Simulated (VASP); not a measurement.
# SrO in VASP: a series of runs

Runs on SrO. Level: PBE. Tasks: single point.

Program: VASP 6.6.1. These are calculated values, not measurements. Logs are shortened: lines on timing, memory, paths and dates and some standing lists are left out, and cuts for length are marked.

## 1. The cell of the first run

Symmetry: Fm-3m, No. 225, cubic system. The conventional cell has a = 5.161 Å, b = 5.161 Å, c = 5.161 Å, α = 90.00°, β = 90.00°, γ = 90.00°. Sr (site symmetry m-3m) has 6 O at 2.58 Å within 3.4 Å. Within 3.4 Å of O (site symmetry m-3m) lie 6 Sr at 2.58 Å.

## 2. Single point, PBE (strained)

INCAR reads:

```
SYSTEM = SrO
ALGO = Normal
EDIFF = 1E-6
ENCUT = 520
GGA = PE
ISIF = 2
ISMEAR = 0
LASPH = .True.
LCHARG = .True.
LELF = .True.
LREAL = .False.
LVHAR = .True.
LWAVE = .False.
NBANDS = 15
NELM = 100
PREC = Accurate
SIGMA = 0.02
```

KPOINTS reads:

```
k-points
0
Gamma
  8 8 8
  0 0 0
```

POSCAR reads:

```
SrO
1.0
    0.0000000000      2.5806959520      2.5806959520
    2.5806959520      0.0000000000      2.5806959520
    2.5806959520      2.5806959520      0.0000000000
Sr O
1 1
Direct
    0.0000000000      0.0000000000      0.0000000000
    0.5000000000      0.5000000000      0.5000000000
```

Potentials or basis: VASP PAW PBE potentials, release 64 (Sr_sv, O).

Started as:

```sh
$ cat potpaw_PBE.64/Sr_sv/POTCAR potpaw_PBE.64/O/POTCAR > POTCAR
$ mpirun -np 1 vasp_std > vasp.out
```

OUTCAR:

```text
SYSTEM = SrO
   EDIFF = 1E-6
   ENCUT = 520
   GGA = PE
   ISIF = 2
   ISMEAR = 0
   LASPH = .True.
   LREAL = .False.
   NELM = 100
   PREC = Accurate

 ion  position               nearest neighbor table
   1  0.000  0.000  0.000-   2 2.58   2 2.58   2 2.58   2 2.58   2 2.58   2 2.58
   2  0.500  0.500  0.500-   1 2.58   1 2.58   1 2.58   1 2.58   1 2.58   1 2.58

  LATTYP: Found a face centered cubic cell.
 ALAT       =     5.1613919040

  Lattice vectors:

 A1 = (   0.0000000000,   2.5806959520,   2.5806959520)
 A2 = (   2.5806959520,   0.0000000000,   2.5806959520)
 A3 = (   2.5806959520,   2.5806959520,   0.0000000000)

Analysis of symmetry for initial positions (statically):
=====================================================================
 Subroutine PRICEL returns:
 Original cell was already a primitive cell.

 Routine SETGRP: Setting up the symmetry group for a
 face centered cubic supercell.

 Subroutine GETGRP returns: Found 48 space group operations
 (whereof 48 operations were pure point group operations)
 out of a pool of 48 trial point group operations.

The static configuration has the point symmetry O_h .

Analysis of symmetry for dynamics (positions and initial velocities):
=====================================================================
 Subroutine PRICEL returns:
 Original cell was already a primitive cell.

 Routine SETGRP: Setting up the symmetry group for a
 face centered cubic supercell.

 Subroutine GETGRP returns: Found 48 space group operations
 (whereof 48 operations were pure point group operations)
 out of a pool of 48 trial point group operations.

The dynamic configuration has the point symmetry O_h .

 Subroutine INISYM returns: Found 48 space group operations
 (whereof 48 operations are pure point group operations),
 and found     1 'primitive' translations

----------------------------------------------------------------------------------------

                                     Primitive cell

  volume of cell :      34.3748

  direct lattice vectors                    reciprocal lattice vectors
     0.000000000  2.580695952  2.580695952    -0.193746187  0.193746187  0.193746187
     2.580695952  0.000000000  2.580695952     0.193746187 -0.193746187  0.193746187
     2.580695952  2.580695952  0.000000000     0.193746187  0.193746187 -0.193746187

  length of vectors
     3.649655216  3.649655216  3.649655216     0.335578239  0.335578239  0.335578239

  position of ions in fractional coordinates (direct lattice)
     0.000000000  0.000000000  0.000000000
     0.500000000  0.500000000  0.500000000

  ion indices of the primitive-cell ions
   primitive index   ion index
                 1           1
                 2           2

----------------------------------------------------------------------------------------

 KPOINTS: k-points

Automatic generation of k-mesh.
 Grid dimensions read from file:
 generate k-points for:    8    8    8

 Generating k-lattice:

  Cartesian coordinates                     Fractional coordinates (reciprocal lattice)
    -0.024218273  0.024218273  0.024218273     0.125000000  0.000000000  0.000000000
     0.024218273 -0.024218273  0.024218273     0.000000000  0.125000000  0.000000000
     0.024218273  0.024218273 -0.024218273     0.000000000  0.000000000  0.125000000

  Length of vectors
     0.041947280  0.041947280  0.041947280

  Shift w.r.t. Gamma in fractional coordinates (k-lattice)
     0.000000000  0.000000000  0.000000000

 Subroutine IBZKPT returns following result:
 ===========================================

 Found     29 irreducible k-points:

 Following reciprocal coordinates:
            Coordinates               Weight
  0.000000  0.000000  0.000000      1.000000
  0.125000  0.000000  0.000000      8.000000
  0.250000  0.000000  0.000000      8.000000
  0.375000  0.000000  0.000000      8.000000
  0.500000  0.000000  0.000000      4.000000
  0.125000  0.125000  0.000000      6.000000
[... 16 lines left out ...]
  0.500000  0.250000  0.125000     48.000000
 -0.375000  0.250000  0.125000     24.000000
 [... further k-points ...]
   k-points           NKPTS =     29   k-points in BZ     NKDIM =     29   number of bands    NBANDS=     15
   number of dos      NEDOS =    301   number of ions     NIONS =      2
   total plane-waves  NPLWV =  21952
   dimension x,y,z NGX =    28 NGY =   28 NGZ =   28
   dimension x,y,z NGXF=    56 NGYF=   56 NGZF=   56
   ions per type =               1   1
   NGX,Y,Z   is equivalent  to a cutoff of  12.75, 12.75, 12.75 a.u.
   NGXF,Y,Z  is equivalent  to a cutoff of  25.51, 25.51, 25.51 a.u.
 SYSTEM =  SrO
   PREC   = accura    normal or accurate (medium, high low for compatibility)
   ISTART =      0    job   : 0-new  1-cont  2-samecut
   ICHARG =      2    charge: 1-file 2-atom 10-const
   ISPIN  =      1    spin polarized calculation?
   LNONCOLLINEAR =      F non collinear calculations
   LSORBIT =      F    spin-orbit coupling
   LASPH  =      T    aspherical Exc in radial PAW
   ENCUT  =  520.0 eV  38.22 Ry    6.18 a.u.   6.79  6.79  6.79*2*pi/ulx,y,z
   NELM   =    100;   NELMIN=  2; NELMDL= -5     # of ELM steps
   EDIFF  = 0.1E-05   stopping-criterion for ELM
   LREAL  =      F    real-space projection
   EDIFFG = 0.1E-04   stopping-criterion for IOM
   NSW    =      0    number of steps for IOM
   IBRION =     -1    ionic relax: 0-MD 1-quasi-New 2-CG
   NFREE  =      0    steps in history (QN), initial steepest desc. (CG)
   ISIF   =      2    stress and relaxation
   ISYM   =      2    0-nonsym 1-usesym 2-fastsym
   POTIM  = 0.5000    time-step for ionic-motion
   TEBEG  =    0.0;   TEEND  =   0.0 temperature during run
   PSTRESS=    0.0 pullay stress
   NELECT =      16.0000    total number of electrons
   NUPDOWN=      -1.0000    fix difference up-down
   EMIN   =  10.00;   EMAX   =-10.00  energy-range for DOS
   EFERMI =   0.00;   METHOD = LEGACY
   ISMEAR =     0;   SIGMA  =   0.02  broadening in eV -4-tet -1-fermi 0-gaus
   EFERMI_NEDOS =   21; number of points for ismear=-14 and -15
   IALGO  =     38    algorithm
   IMIX   =      4    mixing-type and parameters
     AMIX     =   0.40;   BMIX     =  1.00
     AMIX_MAG =   1.60;   BMIX_MAG =  1.00
  volume/ion in A,a.u.               =      17.19       115.99
  Fermi-wavevector in a.u.,A,eV,Ry     =   1.268726  2.397545 21.900846  1.609667
  Thomas-Fermi vector in A             =   2.401806
   LORBIT       =      0    0 simple, 1 ext, 2 COOP (PROOUT), +10 PAW based schemes
   GGA     = PE    functional components
   LHFCALC =     F    Hartree Fock is set to
   AEXX    =    0.0000 exact exchange contribution
   IVDW    =     0    specifies the selected vdW correction
   LEPSILON=     F    determine dielectric tensor
   LRPA    =     F    only Hartree local field effects (RPA)
 non-spin polarized calculation
 Gauss-broadening in eV      SIGMA  =   0.02
  energy-cutoff  :      520.00
  volume of cell :       34.37
 maximum number of plane-waves:       941
   NGX = 13   NGY = 13   NGZ = 13

 number of electron      15.9999998 magnetization

 Free energy of the ion-electron system (eV)
  ---------------------------------------------------
  ext. energy  EPLUGINS =         0.00000000
  ---------------------------------------------------
  free energy    TOTEN  =       -12.04842469 eV

  energy without entropy =      -12.04842469  energy(sigma->0) =      -12.04842469

 E-fermi :   1.7792     XC(G=0):  -9.9732

 val. band max:        1.6102432620   @ k =   0.0000   0.0000   0.0000
 cond. band min:       4.8812306238   @ k =   0.5000   0.5000   0.0000
 fundamental gap:      3.2709873618
 Fermi energy:         1.7792201929

 k-point     1 :       0.0000    0.0000    0.0000
  band No.  band energies     occupation
      1     -30.8184      2.00000
      2     -13.4660      2.00000
      3     -12.4679      2.00000
      4     -12.4679      2.00000
      5     -12.4679      2.00000
      6       1.6102      2.00000
      7       1.6102      2.00000
      8       1.6102      2.00000
      9       5.5130      0.00000
     10       7.7960      0.00000
     11       7.7960      0.00000
     12       7.7960      0.00000
     13       9.9377      0.00000
     14       9.9377      0.00000
     15      14.2660      0.00000

 k-point     2 :       0.1250    0.0000    0.0000
  band No.  band energies     occupation
      1     -30.7995      2.00000
      2     -13.8349      2.00000
      3     -12.4798      2.00000
      4     -12.4798      2.00000
      5     -12.1456      2.00000
      6       1.1609      2.00000
      7       1.4172      2.00000
      8       1.4172      2.00000
      9       6.2063      0.00000
     10       7.6478      0.00000
     11       8.0976      0.00000
     12       8.0976      0.00000
     13      10.3373      0.00000
     14      10.3373      0.00000
     15      15.2484      0.00000

 k-point     3 :       0.2500    0.0000    0.0000
  band No.  band energies     occupation
      1     -30.7533      2.00000
      2     -14.3998      2.00000
      3     -12.5081      2.00000
      4     -12.5081      2.00000
      5     -11.6945      2.00000
      6       0.3443      2.00000
      7       1.0001      2.00000
      8       1.0001      2.00000
      9       7.5533      0.00000
     10       7.7604      0.00000
     11       8.9156      0.00000
     12       8.9156      0.00000
     13      11.3375      0.00000
     14      11.3375      0.00000
     15      17.1989      0.00000
[... 343 lines left out ...]
 k-point    23 :       0.5000    0.2500    0.1250
  band No.  band energies     occupation
      1     -30.6826      2.00000
      2     -14.5896      2.00000
      3     -12.8192      2.00000
      4     -12.6361      2.00000
      5     -11.6603      2.00000
      6       0.0849      2.00000
      7       0.6914      2.00000
      8       1.0899      2.00000
      9       7.1489      0.00000
     10       8.7227      0.00000
     11      10.4353      0.00000
     12      10.6188      0.00000
     13      12.5782      0.00000
     14      13.5309      0.00000
     15      15.7729      0.00000

 k-point    24 :      -0.3750    0.2500    0.1250
  band No.  band energies     occupation
      1     -30.6671      2.00000
      2     -14.6557      2.00000
      3     -12.8413      2.00000
      4     -12.6879      2.00000
      5     -11.6309      2.00000
      6       0.0493      2.00000
      7       0.7564      2.00000
      8       0.8289      2.00000
      9       7.9364      0.00000
     10       8.2977      0.00000
     11      10.8201      0.00000
     12      11.0310      0.00000
     13      13.0945      0.00000
     14      14.4160      0.00000
     15      14.8233      0.00000

 [... further k-points ...]
[... 5 lines left out ...]
  --------------------------------------------------------------------------------------
  -------------------------------------------------------------------------------------
  Total        0.4880213      0.4880213      0.4880213     -0.0000000      0.0000000      0.0000000
  in kB       22.7461982     22.7461982     22.7461982     -0.0000000      0.0000000      0.0000000
  external PRESSURE =      22.7461982 kB  Pullay stress =       0.0000000 kB

 VOLUME and BASIS-vectors are now :
 -----------------------------------------------------------------------------
  energy-cutoff  :      520.00
  volume of cell :       34.37
      direct lattice vectors                 reciprocal lattice vectors
     0.000000000  2.580695952  2.580695952    -0.193746187  0.193746187  0.193746187
     2.580695952  0.000000000  2.580695952     0.193746187 -0.193746187  0.193746187
     2.580695952  2.580695952  0.000000000     0.193746187  0.193746187 -0.193746187

 POSITION                                       TOTAL-FORCE (eV/Angst)
 -----------------------------------------------------------------------------------
      0.00000      0.00000      0.00000        -0.000000      0.000000      0.000000
      2.58070      2.58070      2.58070         0.000000     -0.000000     -0.000000
 -----------------------------------------------------------------------------------
    total drift:                                0.000000      0.000000      0.000000

  FREE ENERGIE OF THE ION-ELECTRON SYSTEM (eV)
  ---------------------------------------------------
  free  energy   TOTEN  =       -12.0484246896 eV

  energy  without entropy=      -12.0484246896  energy(sigma->0) =      -12.04842469
```

It took 12 s on 1 thread of Intel Xeon Platinum 8488C (Sapphire Rapids), shared host; peak memory 0.16 GiB.

What came out:

```
Free energy            : -12.0484 eV
Pressure               : 2.3 GPa
Band gap on the k mesh : 3.27 eV (least direct gap 3.37 eV)
```

Levels at points of the mesh, in eV from the valence-band top:
```tsv
k point	band 4	band 5	band 6	band 7	band 8	band 9	band 10	band 11	band 12	band 13
(0.00, 0.00, 0.00)	-14.08	-14.08	0.00	0.00	0.00	3.90	6.19	6.19	6.19	8.33
(0.50, 0.00, 0.00)	-14.16	-12.89	-2.15	-1.12	-1.12	6.50	8.37	8.78	8.78	11.81
(0.50, 0.50, 0.00)	-14.43	-14.43	-0.45	-0.10	-0.10	3.27	7.72	10.10	10.28	11.00
```

Caveat: the cell differs from its parent crystal (strained).

## 3. Single point, PBE (strained)

INCAR reads:

```
PREC = Accurate
ENCUT = 520
EDIFF = 1E-6
ISMEAR = 0
SIGMA = 0.02
LREAL = False
LASPH = True
NELM = 80
ALGO = Normal
ISIF = 2
LWAVE = False
LCHARG = True
GGA = PE
LELF = True
LVHAR = True
NBANDS = 15
```

KPOINTS reads:

```
Automatic mesh
0
Gamma
  8 8 8
```

POSCAR reads:

```
SrO
1.0
    0.0000000000      2.6615932560      2.6615932560
    2.6615932560      0.0000000000      2.6615932560
    2.6615932560      2.6615932560      0.0000000000
Sr O
1 1
Direct
    0.0000000000      0.0000000000      0.0000000000
    0.5000000000      0.5000000000      0.5000000000
```

Potentials or basis: VASP PAW PBE potentials, release 64 (Sr_sv, O).

Started as:

```sh
$ cat potpaw_PBE.64/Sr_sv/POTCAR potpaw_PBE.64/O/POTCAR > POTCAR
$ mpirun -np 1 vasp_std > vasp.out
```

Run time: 12 s. Hardware: 1 thread of Intel Xeon Platinum 8488C (Sapphire Rapids), shared host; peak memory 0.16 GiB.

Results (log left out):

```
Free energy            : -12.0169 eV
Pressure               : -4.9 GPa
Band gap on the k mesh : 3.28 eV
```

Levels at points of the mesh, in eV from the valence-band top:
```tsv
k point	band 6	band 7	band 8	band 9	band 10	band 11
(0.00, 0.00, 0.00)	0.00	0.00	0.00	3.28	5.97	5.97
(0.50, 0.00, 0.00)	-1.98	-0.95	-0.95	6.10	7.64	8.25
(0.50, 0.50, 0.00)	-0.58	-0.14	-0.14	3.30	7.05	9.48
```

Caveat: the cell differs from its parent crystal (strained); the cell stands under tension.

## 4. Single point, PBE (strained and its atoms moved)

INCAR reads:

```
PREC = Accurate
ENCUT = 520
EDIFF = 1E-7
ISMEAR = 0
SIGMA = 0.02
LREAL = F
LASPH = T
NELM = 60
ALGO = Normal
ISIF = 2
LWAVE = F
LCHARG = F
GGA = PE
NBANDS = 15
```

KPOINTS reads:

```
regular mesh
0
Gamma
  8 8 8
```

POSCAR reads:

```
SrO
1.0
   -0.0213807360      2.6057515020      2.6053146360
    2.6057515020     -0.0213807360      2.6053146360
    2.5757362380      2.5757362380      0.0086345280
Sr O
1 1
Direct
   -0.0078804695     -0.0078804695      0.0200609361
    0.5078804695      0.5078804695      0.4799390639
```

Started as:

```sh
$ cat potpaw_PBE.64/Sr_sv/POTCAR potpaw_PBE.64/O/POTCAR > POTCAR
$ mpirun -np 1 vasp_std > vasp.out
```

It took 46 s on 1 thread of Intel Xeon Platinum 8488C (Sapphire Rapids), shared host; peak memory 0.21 GiB.

Results (log left out):

| Property | Result |
| --- | --- |
| Free energy | -12.0390 eV |
| Pressure | 0.5 GPa |
| Largest force | 0.229 eV/Å |
| Band gap on the k mesh | 3.36 eV (least direct gap 3.47 eV) |

Forces on the atoms (eV/Å):
```
Sr  -0.117 -0.117  0.158
O    0.117  0.117 -0.158
```

Stress tensor (GPa, compression positive):
```
 0.37  1.02 -0.11
 1.02  0.37 -0.11
-0.11 -0.11  0.64
```

Levels at points of the mesh, in eV from the valence-band top:
```csv
k point,band 6,band 7,band 8,band 9,band 10,band 11
"(0.00, 0.00, 0.00)",-0.04,-0.02,0.00,3.74,6.06,6.16
"(0.50, 0.00, 0.00)",-2.09,-1.06,-0.98,6.36,8.04,8.52
"(0.50, 0.50, 0.00)",-0.47,-0.13,-0.11,3.36,7.52,9.98
"(0.00, 0.00, 0.50)",-2.09,-1.14,-1.08,6.43,8.26,8.68
"(0.50, 0.00, 0.50)",-0.48,-0.15,-0.11,3.38,7.51,9.97
"(0.50, 0.50, 0.50)",-2.08,-1.11,-1.02,6.40,8.06,8.55
```

Caveat: the cell differs from its parent crystal (strained and its atoms moved).

## 5. Summary

```tsv
cell	gap on the mesh (eV)	pressure (GPa)
a = 3.650 Å, angles 60.0°, 2 atoms, strained	3.27	2.3
a = 3.764 Å, angles 60.0°, 2 atoms, strained	3.28	-4.9
a = 3.685, b = 3.685, c = 3.643 Å, angles 60.2, 60.2, 60.5°, 2 atoms, strained and its atoms moved	3.36	0.5
```

Alike in all rows: task single point; level PBE; potentials or basis VASP PAW PBE potentials, release 64 (Sr_sv, O); no spin polarisation; k mesh 8 × 8 × 8; cutoff (eV) 520; smearing gaussian 0.02 eV.

Caveats: the cell stands under tension (at least some runs).

Total energies depend on the potentials used, so only differences within one code and one set of settings carry meaning.
